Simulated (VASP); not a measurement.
Here is a VASP 6.6.1 calculation.

INCAR

```
ALGO = Normal
EDIFF = 1E-6
ENCUT = 520
GGA = PS
ISIF = 2
ISMEAR = 0
LASPH = True
LCHARG = False
LREAL = False
LWAVE = False
NBANDS = 26
NELM = 80
PREC = Accurate
SIGMA = 0.05
```

Contents of KPOINTS:

```
k-points
0
Gamma
  9 9 4
```

The input POSCAR:

```
MgO
1.0
    3.2553371795      0.0000000000      0.0000000000
   -1.6276685897      2.8192046953      0.0000000000
    0.0000000000      0.0000000000     10.4149514991
Mg O
4 4
Direct
    0.3333333333      0.6666666667      0.9695963559
    0.0000000000      0.0000000000      0.2209473890
    0.0000000000      0.0000000000      0.7209473890
    0.6666666667      0.3333333333      0.4695963559
    0.3333333333      0.6666666667      0.7799156657
   -0.0399344193      0.0000000000      0.5045746589
    0.0000000000      0.0000000000      0.0295387694
    0.6666666667      0.3333333333      0.2799156657
```

Potentials or basis: VASP PAW PBE potentials, release 64 (Mg, O).

The run is started by

```bash
$ cat potpaw_PBE.64/Mg/POTCAR potpaw_PBE.64/O/POTCAR > POTCAR
$ mpirun -np 1 vasp_std > vasp.out
```

Q: Predict the pressure.

A: 1.2 GPa.

Q: Predict the band gap on the k mesh.

A: 2.64 eV, direct.

Q: What does it give for the largest force?

A: 3.399 eV/Å.

Forces on the atoms (eV/Å):
```
Mg  -0.001  0.000  0.532
Mg  -0.017  0.000  0.562
Mg  -0.104  0.000 -0.547
Mg  -1.799  0.438 -1.624
O   -0.018 -0.003 -0.521
O    1.989 -0.441  2.721
O    0.000  0.000 -0.541
O   -0.051  0.006 -0.582
```

Caveat: the cell differs from its parent crystal (atom 6 (O) moved by -0.130 Å along [1 0 0] and -0.260 Å along [0 0 1]); the PAW data sets were made with another functional, which shifts forces and pressure a little. A k mesh can miss the band edges.
